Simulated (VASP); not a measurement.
# Si2GeC3 (P-3m1) in VASP: single point with PBE

Aim: the single point of Si2GeC3 with PBE.

Program: VASP 6.6.1. These are calculated values, not measurements. Logs are shortened: lines on timing, memory, paths and dates and some standing lists are left out, and cuts for length are marked.

## (1) The cell of the first run

Symmetry: P-3m1, No. 164, trigonal system. The conventional cell has a = 3.374 Å, b = 3.374 Å, c = 8.344 Å, α = 90.00°, β = 90.00°, γ = 120.00°. Si (site symmetry 3m) has 6 C at 2.45 Å within 3.2 Å. Ge (site symmetry -3m) has 6 C at 2.28 Å within 3.0 Å. Within 3.0 Å of C (site symmetry 3m) lie 3 Ge at 2.28 Å and 3 Si at 2.45 Å. C (site symmetry -3m) has 6 Si at 2.45 Å within 3.2 Å.

## (2) Single point, PBE

The input, INCAR:

```
SYSTEM = Si2GeC3
PREC     = Accurate       ! precision mode
ENCUT    = 520            ! plane-wave cutoff, eV
EDIFF    = 1E-7           ! SCF threshold, eV
ISMEAR   = 0              ! smearing method
SIGMA    = 0.1            ! smearing width, eV
LREAL    = .False.        ! projectors in reciprocal space
LASPH    = .True.         ! aspherical terms in the spheres
NELM     = 60             ! most SCF steps
ALGO     = Normal         ! electronic algorithm
ISIF     = 2              ! what is computed and relaxed
LWAVE    = .False.        ! write WAVECAR
LCHARG   = .True.         ! write CHGCAR
GGA      = PE             ! functional
LELF     = .True.         ! ELF
LVHAR    = .True.       
NBANDS   = 26             ! bands
```

The input, KPOINTS:

```
regular mesh
0
Gamma
  6 6 2
  0 0 0
```

The input, POSCAR:

```
Si2GeC3
1.0
    3.3737210300      0.0000000000      0.0000000000
   -1.6868605200      2.9217281200      0.0000000000
    0.0000000000      0.0000000000      8.3441118900
Si Ge C
2 1 3
Direct
    0.3333333300      0.6666666700      0.6790233900
    0.6666666700      0.3333333300      0.3209766100
    0.0000000000      0.0000000000      0.0000000000
    0.3333333300      0.6666666700      0.1429916000
    0.6666666700      0.3333333300      0.8570084000
    0.0000000000      0.0000000000      0.5000000000
```

Potentials or basis: VASP PAW PBE potentials, release 64 (Si, Ge_d, C).

On the command line:

```bash
$ cat potpaw_PBE.64/Si/POTCAR potpaw_PBE.64/Ge_d/POTCAR potpaw_PBE.64/C/POTCAR > POTCAR
$ mpirun -np 1 vasp_std > vasp.out
```

OUTCAR:

```text
SYSTEM = Si2GeC3
   PREC = Accurate
   ENCUT = 520
   EDIFF = 1E-7
   ISMEAR = 0
   LREAL = .False.
   LASPH = .True.
   NELM = 60
   ISIF = 2
   GGA = PE

 ion  position               nearest neighbor table
   1  0.333  0.667  0.679-   5 2.45   5 2.45   5 2.45   6 2.45   6 2.45   6 2.45
   2  0.667  0.333  0.321-   4 2.45   4 2.45   4 2.45   6 2.45   6 2.45   6 2.45
   3  0.000  0.000  0.000-   4 2.28   5 2.28   5 2.28   4 2.28   5 2.28   4 2.28
   4  0.333  0.667  0.143-   3 2.28   3 2.28   3 2.28   2 2.45   2 2.45   2 2.45
   5  0.667  0.333  0.857-   3 2.28   3 2.28   3 2.28   1 2.45   1 2.45   1 2.45
   6  0.000  0.000  0.500-   1 2.45   2 2.45   2 2.45   1 2.45   2 2.45   1 2.45

  LATTYP: Found a hexagonal cell.
 ALAT       =     3.3737210300
 C/A-ratio  =     2.4732667034

  Lattice vectors:

 A1 = (   3.3737210300,   0.0000000000,   0.0000000000)
 A2 = (  -1.6868605200,   2.9217281200,   0.0000000000)
 A3 = (   0.0000000000,   0.0000000000,   8.3441118900)

Analysis of symmetry for initial positions (statically):
=====================================================================
 Subroutine PRICEL returns:
 Original cell was already a primitive cell.

 Routine SETGRP: Setting up the symmetry group for a
 hexagonal supercell.

 Subroutine GETGRP returns: Found 12 space group operations
 (whereof 12 operations were pure point group operations)
 out of a pool of 24 trial point group operations.

The static configuration has the point symmetry D_3d.

Analysis of symmetry for dynamics (positions and initial velocities):
=====================================================================
 Subroutine PRICEL returns:
 Original cell was already a primitive cell.

 Routine SETGRP: Setting up the symmetry group for a
 hexagonal supercell.

 Subroutine GETGRP returns: Found 12 space group operations
 (whereof 12 operations were pure point group operations)
 out of a pool of 24 trial point group operations.

The dynamic configuration has the point symmetry D_3d.

 Subroutine INISYM returns: Found 12 space group operations
 (whereof 12 operations are pure point group operations),
 and found     1 'primitive' translations

----------------------------------------------------------------------------------------

                                     Primitive cell

  volume of cell :      82.2487

  direct lattice vectors                    reciprocal lattice vectors
     3.373721030  0.000000000  0.000000000     0.296408622  0.171131598  0.000000000
    -1.686860520  2.921728120  0.000000000     0.000000000  0.342263195  0.000000000
     0.000000000  0.000000000  8.344111890     0.000000000  0.000000000  0.119844989
[... 87 lines left out ...]
   ISIF   =      2    stress and relaxation
   ISYM   =      2    0-nonsym 1-usesym 2-fastsym
   POTIM  = 0.5000    time-step for ionic-motion
   TEBEG  =    0.0;   TEEND  =   0.0 temperature during run
   PSTRESS=    0.0 pullay stress
   NELECT =      34.0000    total number of electrons
   NUPDOWN=      -1.0000    fix difference up-down
   EMIN   =  10.00;   EMAX   =-10.00  energy-range for DOS
   EFERMI =   0.00;   METHOD = LEGACY
   ISMEAR =     0;   SIGMA  =   0.10  broadening in eV -4-tet -1-fermi 0-gaus
   EFERMI_NEDOS =   21; number of points for ismear=-14 and -15
   IALGO  =     38    algorithm
   IMIX   =      4    mixing-type and parameters
     AMIX     =   0.40;   BMIX     =  1.00
     AMIX_MAG =   1.60;   BMIX_MAG =  1.00
  volume/ion in A,a.u.               =      13.71        92.51
  Fermi-wavevector in a.u.,A,eV,Ry     =   1.219527  2.304572 20.235214  1.487246
  Thomas-Fermi vector in A             =   2.354776
   LORBIT       =      0    0 simple, 1 ext, 2 COOP (PROOUT), +10 PAW based schemes
   GGA     = PE    functional components
   LHFCALC =     F    Hartree Fock is set to
   AEXX    =    0.0000 exact exchange contribution
   IVDW    =     0    specifies the selected vdW correction
   LEPSILON=     F    determine dielectric tensor
   LRPA    =     F    only Hartree local field effects (RPA)
 non-spin polarized calculation
 Gauss-broadening in eV      SIGMA  =   0.10
  energy-cutoff  :      520.00
  volume of cell :       82.25
 maximum number of plane-waves:      2240
 NGX is ok and might be reduce to    28
   NGX = 13   NGY = 13   NGZ = 31

 number of electron      34.0000012 magnetization

 Free energy of the ion-electron system (eV)
  ---------------------------------------------------
  ext. energy  EPLUGINS =         0.00000000
  ---------------------------------------------------
  free energy    TOTEN  =       -33.20899291 eV

  energy without entropy =      -33.19791812  energy(sigma->0) =      -33.20345552

 E-fermi :   5.7900     XC(G=0): -10.8160

 val. band max:        5.7245560227   @ k =   0.1667   0.0000   0.0000
 cond. band min:       5.8420996655   @ k =   0.3333  -0.0000   0.5000
 fundamental gap:      0.1175436428
 Fermi energy:         5.7899838625

 k-point     1 :       0.0000    0.0000    0.0000
  band No.  band energies     occupation
      1     -18.7392      2.00000
      2     -18.7263      2.00000
      3     -18.7263      2.00000
      4     -18.7064      2.00000
      5     -18.7064      2.00000
      6      -8.2089      2.00000
[... 395 lines left out ...]
     25      12.9720      0.00000
     26      12.9725      0.00000

------------------------ aborting loop because EDIFF is reached ----------------------------------------

  FORCE on cell =-STRESS in cart. coord.  units (eV):
  Direction    XX          YY          ZZ          XY          YZ          ZX
  --------------------------------------------------------------------------------------
  -------------------------------------------------------------------------------------
  Total      -15.6109636    -15.6109637    -16.0450349      0.0000000      0.0000000     -0.0000000
  in kB     -304.0963495   -304.0963500   -312.5519126      0.0000005      0.0000000     -0.0000000
  external PRESSURE =    -306.9148707 kB  Pullay stress =       0.0000000 kB

 VOLUME and BASIS-vectors are now :
 -----------------------------------------------------------------------------
  energy-cutoff  :      520.00
  volume of cell :       82.25
      direct lattice vectors                 reciprocal lattice vectors
     3.373721030  0.000000000  0.000000000     0.296408622  0.171131598  0.000000000
    -1.686860520  2.921728120  0.000000000     0.000000000  0.342263195  0.000000000
     0.000000000  0.000000000  8.344111890     0.000000000  0.000000000  0.119844989

 POSITION                                       TOTAL-FORCE (eV/Angst)
 -----------------------------------------------------------------------------------
     -0.00000      1.94782      5.66585        -0.000000     -0.000000     -0.505254
      1.68686      0.97391      2.67826        -0.000000      0.000000      0.505254
      0.00000      0.00000      0.00000        -0.000000      0.000000      0.000000
     -0.00000      1.94782      1.19314        -0.000000     -0.000000      1.597408
      1.68686      0.97391      7.15097         0.000000      0.000000     -1.597408
      0.00000      0.00000      4.17206        -0.000000      0.000000      0.000000
 -----------------------------------------------------------------------------------
    total drift:                               -0.000000     -0.000000      0.000000

  FREE ENERGIE OF THE ION-ELECTRON SYSTEM (eV)
  ---------------------------------------------------
  free  energy   TOTEN  =       -33.2089929146 eV

  energy  without entropy=      -33.1979181190  energy(sigma->0) =      -33.20345552
```

OSZICAR:

```text
N       E                     dE             d eps       ncg     rms          rms(c)
DAV:   1     0.214677132473E+03    0.21468E+03   -0.15348E+04   918   0.219E+03
DAV:   2    -0.259671193611E+01   -0.21727E+03   -0.20235E+03   846   0.566E+02
DAV:   3    -0.337776061821E+02   -0.31181E+02   -0.30032E+02   906   0.113E+02
DAV:   4    -0.351574576577E+02   -0.13799E+01   -0.13682E+01   936   0.255E+01
DAV:   5    -0.351992998572E+02   -0.41842E-01   -0.41779E-01   962   0.475E+00    0.778E+00
DAV:   6    -0.333990272112E+02    0.18003E+01   -0.84404E+00  1090   0.152E+01    0.371E+00
DAV:   7    -0.333331404999E+02    0.65887E-01   -0.27253E+00  1002   0.736E+00    0.262E+00
DAV:   8    -0.332048000657E+02    0.12834E+00   -0.29246E-01   990   0.334E+00    0.128E+00
DAV:   9    -0.332117626053E+02   -0.69625E-02   -0.99986E-02   924   0.174E+00    0.516E-01
DAV:  10    -0.332090600814E+02    0.27025E-02   -0.99819E-03  1006   0.642E-01    0.244E-01
DAV:  11    -0.332089583329E+02    0.10175E-03   -0.29020E-03   984   0.319E-01    0.812E-02
DAV:  12    -0.332089868050E+02   -0.28472E-04   -0.47902E-04   934   0.142E-01    0.240E-02
DAV:  13    -0.332089948294E+02   -0.80244E-05   -0.92548E-05   982   0.649E-02    0.129E-02
DAV:  14    -0.332089936923E+02    0.11371E-05   -0.15276E-05   924   0.225E-02    0.474E-03
DAV:  15    -0.332089928680E+02    0.82426E-06   -0.32190E-06   996   0.134E-02    0.189E-03
DAV:  16    -0.332089929146E+02   -0.46594E-07   -0.60922E-07   876   0.436E-03
   1 F= -.33208993E+02 E0= -.33203456E+02  d E =-.110748E-01
```

stdout:

```text
POSCAR found type information on POSCAR SiGeC
 POSCAR found :  3 types and       6 ions
 scaLAPACK will be used
 LDA part: xc-table for (Slater+PW92), standard interpolation
 POSCAR, INCAR and KPOINTS ok, starting setup
 FFT: planning ... GRIDC
 FFT: planning ... GRID_SOFT
 FFT: planning ... GRID
 WAVECAR not read
 entering main loop
```

It took 69 s on 1 thread of Intel Xeon 8259CL, shared host; peak memory 0.22 GiB.

Results:

| Quantity | Value |
| --- | --- |
| Free energy | -33.2090 eV |
| Pressure | -30.7 GPa |
| Largest force | 1.597 eV/Å |
| Band gap on the k mesh | zero (band 17 reaches 6.21 eV, above the bottom of band 18 at 5.04 eV) |

Forces in eV/Å, atoms in the order of the input:
```
Si   0.000  0.000 -0.505
Si   0.000  0.000  0.505
Ge   0.000  0.000  0.000
C    0.000  0.000  1.597
C    0.000  0.000 -1.597
C    0.000  0.000  0.000
```

Levels at points of the mesh, in eV from the Fermi level:
| k point | band 14 | band 15 | band 16 | band 17 | band 18 | band 19 | band 20 | band 21 |
| --- | --- | --- | --- | --- | --- | --- | --- | --- |
| (0.00, 0.00, 0.00) | -0.12 | -0.11 | 0.28 | 0.34 | 0.34 | 2.98 | 3.24 | 4.46 |
| (0.50, 0.00, 0.00) | -2.56 | -2.07 | -1.80 | -0.93 | -0.75 | 1.19 | 1.25 | 4.46 |
| (0.00, 0.00, 0.50) | -0.11 | -0.11 | 0.34 | 0.34 | 2.04 | 2.38 | 3.30 | 3.76 |
| (0.50, 0.00, 0.50) | -2.65 | -1.63 | -1.06 | -0.72 | 0.06 | 0.08 | 2.89 | 3.54 |

Caveat: the k points lie up to 0.38 Å⁻¹ apart; forces of over 1 eV/Å act on the atoms, so gaps and moduli don't describe the material at rest.
